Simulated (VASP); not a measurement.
# SnO in VASP: single point with PBE

Aim: the single point of SnO with PBE.

Program: VASP 6.6.1. These are calculated values, not measurements. Logs are shortened: lines on timing, memory, paths and dates and some standing lists are left out, and cuts for length are marked.

**1. The cell of the first run**

The typed cell holds 4 atoms: a = 3.870 Å, b = 3.870 Å, c = 5.057 Å, α = 90.00°, β = 90.00°, γ = 89.98°.

**2. Single point, PBE**

INCAR

```
SYSTEM = SnO
  PREC = Accurate
  ENCUT = 1340
  EDIFF = 1E-6
  ISMEAR = 0
  SIGMA = 0.1
  LREAL = .False.
  LASPH = .True.
  NELM = 120
  ALGO = Normal
  ISIF = 2
  LWAVE = .False.
  LCHARG = .True.
  GGA = PE
  LELF = .True.
  LVHAR = .True.
  NBANDS = 28
  GGA_COMPAT = .False.
```

KPOINTS

```
Automatic mesh
0
Gamma
  4 4 4
  0 0 0
```

POSCAR

```
SnO
1.0
    2.7369522190     -2.7358755322      0.0054964254
    2.7369522190      2.7358755322      0.0054964254
   -0.0104407207      0.0000000000      5.0573721525
Sn O
2 2
Direct
    0.2500067999      0.2500067999      0.2292373233
    0.7499932001      0.7499932001      0.7707626767
    0.7499955046      0.2500044954      0.0000000000
    0.2500044954      0.7499955046      0.0000000000
```

Potentials or basis: VASP PAW PBE potentials, release 64 (Sn_d, O_h).

Command:

```console
> cat potpaw_PBE.64/Sn_d/POTCAR potpaw_PBE.64/O_h/POTCAR > POTCAR
> mpirun -np 1 vasp_std > vasp.out
```

OUTCAR:

```text
SYSTEM = SnO
   PREC = Accurate
   ENCUT = 1340
   EDIFF = 1E-6
   ISMEAR = 0
   LREAL = .False.
   LASPH = .True.
   NELM = 120
   ISIF = 2
   GGA = PE

 ion  position               nearest neighbor table
   1  0.250  0.250  0.229-   4 2.26   3 2.26   3 2.26   4 2.26   2 3.59   2 3.59   2 3.59   2 3.59

   2  0.750  0.750  0.771-   4 2.26   3 2.26   3 2.26   4 2.26   1 3.59   1 3.59   1 3.59   1 3.59

   3  0.750  0.250  0.000-   1 2.26   2 2.26   2 2.26   1 2.26
   4  0.250  0.750  0.000-   1 2.26   2 2.26   2 2.26   1 2.26

  LATTYP: Found a base centered monoclinic cell.
 ALAT       =     5.4739154761
 B/A-ratio  =     0.9996045953
 C/A-ratio  =     0.9239059229
 COS(beta)  =    -0.0000562270

  Lattice vectors:

 A1 = (   2.7369522190,  -2.7358755322,   0.0054964254)
 A2 = (   2.7369522190,   2.7358755322,   0.0054964254)
 A3 = (  -0.0104407207,   0.0000000000,   5.0573721525)

Analysis of symmetry for initial positions (statically):
=====================================================================
 Subroutine PRICEL returns:
 Original cell was already a primitive cell.

 Routine SETGRP: Setting up the symmetry group for a
 base centered monoclinic supercell.

 Subroutine GETGRP returns: Found  4 space group operations
 (whereof  4 operations were pure point group operations)
 out of a pool of  4 trial point group operations.

The static configuration has the point symmetry C_2h.

Analysis of symmetry for dynamics (positions and initial velocities):
=====================================================================
 Subroutine PRICEL returns:
 Original cell was already a primitive cell.

 Routine SETGRP: Setting up the symmetry group for a
 base centered monoclinic supercell.

 Subroutine GETGRP returns: Found  4 space group operations
 (whereof  4 operations were pure point group operations)
 out of a pool of  4 trial point group operations.

The dynamic configuration has the point symmetry C_2h.

 Subroutine INISYM returns: Found  4 space group operations
 (whereof  4 operations are pure point group operations),
 and found     1 'primitive' translations

----------------------------------------------------------------------------------------

                                     Primitive cell

  volume of cell :      75.7391

  direct lattice vectors                    reciprocal lattice vectors
     2.736952219 -2.735875532  0.005496425     0.182684200 -0.182756852  0.000377143
     2.736952219  2.735875532  0.005496425     0.182684200  0.182756852  0.000377143
    -0.010440721  0.000000000  5.057372153    -0.000397088  0.000000000  0.197730328

  length of vectors
     3.869877593  3.869877593  5.057382930     0.258406127  0.258406127  0.197730727

  position of ions in fractional coordinates (direct lattice)
     0.250006800  0.250006800  0.229237323
     0.749993200  0.749993200  0.770762677
     0.749995505  0.250004495  0.000000000
     0.250004495  0.749995505  0.000000000

  ion indices of the primitive-cell ions
   primitive index   ion index
                 1           1
                 2           2
                 3           3
                 4           4

----------------------------------------------------------------------------------------

 KPOINTS: Automatic mesh

Automatic generation of k-mesh.
 Grid dimensions read from file:
 generate k-points for:    4    4    4

 Generating k-lattice:

  Cartesian coordinates                     Fractional coordinates (reciprocal lattice)
     0.045671050 -0.045689213  0.000094286     0.250000000  0.000000000 -0.000000000
     0.045671050  0.045689213  0.000094286     0.000000000  0.250000000 -0.000000000
    -0.000099272  0.000000000  0.049432582     0.000000000  0.000000000  0.250000000

  Length of vectors
     0.064601532  0.064601532  0.049432682

  Shift w.r.t. Gamma in fractional coordinates (k-lattice)
     0.000000000  0.000000000  0.000000000

 Subroutine IBZKPT returns following result:
 ===========================================

 Found     24 irreducible k-points:

 Following reciprocal coordinates:
            Coordinates               Weight
  0.000000  0.000000  0.000000      1.000000
  0.250000  0.000000  0.000000      4.000000
  0.500000  0.000000  0.000000      2.000000
  0.250000  0.250000  0.000000      2.000000
  0.500000  0.250000  0.000000      4.000000
 -0.250000  0.250000  0.000000      2.000000
[... 16 lines left out ...]
 -0.250000  0.250000  0.500000      2.000000
  0.500000  0.500000  0.500000      1.000000
   k-points           NKPTS =     24   k-points in BZ     NKDIM =     24   number of bands    NBANDS=     28
   number of dos      NEDOS =    301   number of ions     NIONS =      4
   total plane-waves  NPLWV = 138240
   dimension x,y,z NGX =    48 NGY =   48 NGZ =   60
   dimension x,y,z NGXF=    96 NGYF=   96 NGZF=  120
   ions per type =               2   2
   NGX,Y,Z   is equivalent  to a cutoff of  20.62, 20.62, 19.72 a.u.
   NGXF,Y,Z  is equivalent  to a cutoff of  41.24, 41.24, 39.45 a.u.
 SYSTEM =  SnO
   PREC   = accura    normal or accurate (medium, high low for compatibility)
   ISTART =      0    job   : 0-new  1-cont  2-samecut
   ICHARG =      2    charge: 1-file 2-atom 10-const
   ISPIN  =      1    spin polarized calculation?
   LNONCOLLINEAR =      F non collinear calculations
   LSORBIT =      F    spin-orbit coupling
   LASPH  =      T    aspherical Exc in radial PAW
   ENCUT  = 1340.0 eV  98.49 Ry    9.92 a.u.  11.55 11.55 15.10*2*pi/ulx,y,z
   NELM   =    120;   NELMIN=  2; NELMDL= -5     # of ELM steps
   EDIFF  = 0.1E-05   stopping-criterion for ELM
   LREAL  =      F    real-space projection
   EDIFFG = 0.1E-04   stopping-criterion for IOM
   NSW    =      0    number of steps for IOM
   IBRION =     -1    ionic relax: 0-MD 1-quasi-New 2-CG
   NFREE  =      0    steps in history (QN), initial steepest desc. (CG)
   ISIF   =      2    stress and relaxation
   ISYM   =      2    0-nonsym 1-usesym 2-fastsym
   POTIM  = 0.5000    time-step for ionic-motion
   TEBEG  =    0.0;   TEEND  =   0.0 temperature during run
   PSTRESS=    0.0 pullay stress
   NELECT =      40.0000    total number of electrons
   NUPDOWN=      -1.0000    fix difference up-down
   EMIN   =  10.00;   EMAX   =-10.00  energy-range for DOS
   EFERMI =   0.00;   METHOD = LEGACY
   ISMEAR =     0;   SIGMA  =   0.10  broadening in eV -4-tet -1-fermi 0-gaus
   EFERMI_NEDOS =   21; number of points for ismear=-14 and -15
   IALGO  =     38    algorithm
   IMIX   =      4    mixing-type and parameters
     AMIX     =   0.40;   BMIX     =  1.00
     AMIX_MAG =   1.60;   BMIX_MAG =  1.00
  volume/ion in A,a.u.               =      18.93       127.78
  Fermi-wavevector in a.u.,A,eV,Ry     =   1.323289  2.500654 23.825082  1.751094
  Thomas-Fermi vector in A             =   2.452908
   LORBIT       =      0    0 simple, 1 ext, 2 COOP (PROOUT), +10 PAW based schemes
   GGA     = PE    functional components
   LHFCALC =     F    Hartree Fock is set to
   AEXX    =    0.0000 exact exchange contribution
   IVDW    =     0    specifies the selected vdW correction
   LEPSILON=     F    determine dielectric tensor
   LRPA    =     F    only Hartree local field effects (RPA)
 non-spin polarized calculation
 Gauss-broadening in eV      SIGMA  =   0.10
  energy-cutoff  :     1340.00
  volume of cell :       75.74
 maximum number of plane-waves:      8486
 NGX is ok and might be reduce to    48
   NGX = 23   NGY = 23   NGZ = 31

 number of electron      40.0000002 magnetization

 Free energy of the ion-electron system (eV)
  ---------------------------------------------------
  ext. energy  EPLUGINS =         0.00000000
  ---------------------------------------------------
  free energy    TOTEN  =       -22.73397015 eV

  energy without entropy =      -22.73396500  energy(sigma->0) =      -22.73396757

 E-fermi :   6.5859     XC(G=0):  -9.8297

 val. band max:        6.3438533830   @ k =   0.0000   0.0000   0.0000
 cond. band min:       6.8406404026   @ k =   0.5000   0.5000   0.0000
 fundamental gap:      0.4967870196
 Fermi energy:         6.5859273508

 k-point     1 :       0.0000    0.0000    0.0000
  band No.  band energies     occupation
      1     -15.3913      2.00000
      2     -15.0292      2.00000
      3     -15.0247      2.00000
      4     -15.0244      2.00000
      5     -14.9954      2.00000
      6     -14.9808      2.00000
[... 20 lines left out ...]
     27      13.2894      0.00000
     28      13.7989      0.00000

 k-point     2 :       0.2500    0.0000    0.0000
  band No.  band energies     occupation
      1     -15.3607      2.00000
      2     -15.0921      2.00000
      3     -15.0172      2.00000
      4     -15.0144      2.00000
      5     -15.0010      2.00000
      6     -14.9974      2.00000
[... 20 lines left out ...]
     27      13.8021      0.00000
     28      16.7138      0.00000

 k-point     3 :       0.5000    0.0000    0.0000
  band No.  band energies     occupation
      1     -15.2687      2.00000
      2     -15.2687      2.00000
      3     -15.0084      2.00000
      4     -15.0084      2.00000
      5     -14.9943      2.00000
      6     -14.9943      2.00000
[... 20 lines left out ...]
     27      15.0639      0.00000
     28      15.0639      0.00000

 k-point     4 :       0.2500    0.2500    0.0000
  band No.  band energies     occupation
      1     -15.3466      2.00000
      2     -15.1741      2.00000
      3     -15.0205      2.00000
      4     -15.0032      2.00000
      5     -14.9991      2.00000
      6     -14.9988      2.00000
[... 20 lines left out ...]
     27      14.4032      0.00000
     28      15.0221      0.00000

 k-point     5 :       0.5000    0.2500    0.0000
  band No.  band energies     occupation
      1     -15.2963      2.00000
      2     -15.2962      2.00000
      3     -15.0053      2.00000
      4     -15.0052      2.00000
      5     -14.9959      2.00000
      6     -14.9958      2.00000
[... 20 lines left out ...]
     27      13.9592      0.00000
     28      13.9623      0.00000

 k-point     6 :      -0.2500    0.2500    0.0000
  band No.  band energies     occupation
      1     -15.3467      2.00000
      2     -15.1740      2.00000
      3     -15.0203      2.00000
      4     -15.0032      2.00000
      5     -14.9991      2.00000
      6     -14.9989      2.00000
[... 463 lines left out ...]
      5     -14.9988      2.00000
      6     -14.9906      2.00000
[... 20 lines left out ...]
     27      15.9617      0.00000
     28      16.4814      0.00000

 k-point    22 :       0.5000    0.2500    0.5000
  band No.  band energies     occupation
      1     -15.2896      2.00000
      2     -15.2894      2.00000
      3     -15.0125      2.00000
      4     -15.0125      2.00000
      5     -14.9870      2.00000
      6     -14.9869      2.00000
[... 20 lines left out ...]
     27      16.0276      0.00000
     28      16.0278      0.00000

 k-point    23 :      -0.2500    0.2500    0.5000
  band No.  band energies     occupation
      1     -15.3412      2.00000
      2     -15.1764      2.00000
      3     -15.0142      2.00000
      4     -15.0095      2.00000
      5     -14.9986      2.00000
      6     -14.9906      2.00000
[... 20 lines left out ...]
     27      15.9612      0.00000
     28      16.4807      0.00000

 k-point    24 :       0.5000    0.5000    0.5000
  band No.  band energies     occupation
      1     -15.3080      2.00000
      2     -15.3079      2.00000
      3     -15.0042      2.00000
      4     -15.0041      2.00000
      5     -14.9759      2.00000
      6     -14.9758      2.00000
[... 20 lines left out ...]
     27      15.9387      0.00000
     28      15.9400      0.00000

------------------------ aborting loop because EDIFF is reached ----------------------------------------

  FORCE on cell =-STRESS in cart. coord.  units (eV):
  Direction    XX          YY          ZZ          XY          YZ          ZX
  --------------------------------------------------------------------------------------
  -------------------------------------------------------------------------------------
  Total        0.0180283      0.0455899      0.0986767      0.0000000      0.0000000      0.0004069
  in kB        0.3813684      0.9644032      2.0873970      0.0000000      0.0000000      0.0086066
  external PRESSURE =       1.1443895 kB  Pullay stress =       0.0000000 kB

 VOLUME and BASIS-vectors are now :
 -----------------------------------------------------------------------------
  energy-cutoff  :     1340.00
  volume of cell :       75.74
      direct lattice vectors                 reciprocal lattice vectors
     2.736952219 -2.735875532  0.005496425     0.182684200 -0.182756852  0.000377143
     2.736952219  2.735875532  0.005496425     0.182684200  0.182756852  0.000377143
    -0.010440721  0.000000000  5.057372153    -0.000397088  0.000000000  0.197730328

 POSITION                                       TOTAL-FORCE (eV/Angst)
 -----------------------------------------------------------------------------------
      1.36612      0.00000      1.16209        -0.000011     -0.000000      0.044828
      4.09734      0.00000      3.90628         0.000011     -0.000000     -0.044828
      2.73695     -1.36791      0.00550         0.000000     -0.000167     -0.000000
      2.73695      1.36791      0.00550        -0.000000      0.000167      0.000000
 -----------------------------------------------------------------------------------
    total drift:                                0.000000      0.000000      0.000000

  FREE ENERGIE OF THE ION-ELECTRON SYSTEM (eV)
  ---------------------------------------------------
  free  energy   TOTEN  =       -22.7339701452 eV

  energy  without entropy=      -22.7339649995  energy(sigma->0) =      -22.73396757
```

Wall time 2.1 min (1 thread of Intel Xeon Platinum 8488C (Sapphire Rapids), shared host); peak memory 0.46 GiB.

Results:

* Free energy: -22.7340 eV
* Pressure: 0.1 GPa
* Largest force: 0.045 eV/Å
* Band gap on the k mesh: 0.50 eV (least direct gap 1.92 eV)

Forces on the atoms (eV/Å):
```
Sn   0.000  0.000  0.045
Sn   0.000  0.000 -0.045
O    0.000  0.000  0.000
O    0.000  0.000  0.000
```

Caveat: semilocal functionals underestimate gaps, and a narrow one can read as zero; spin-orbit coupling is left out, which moves the levels of the heavy elements.
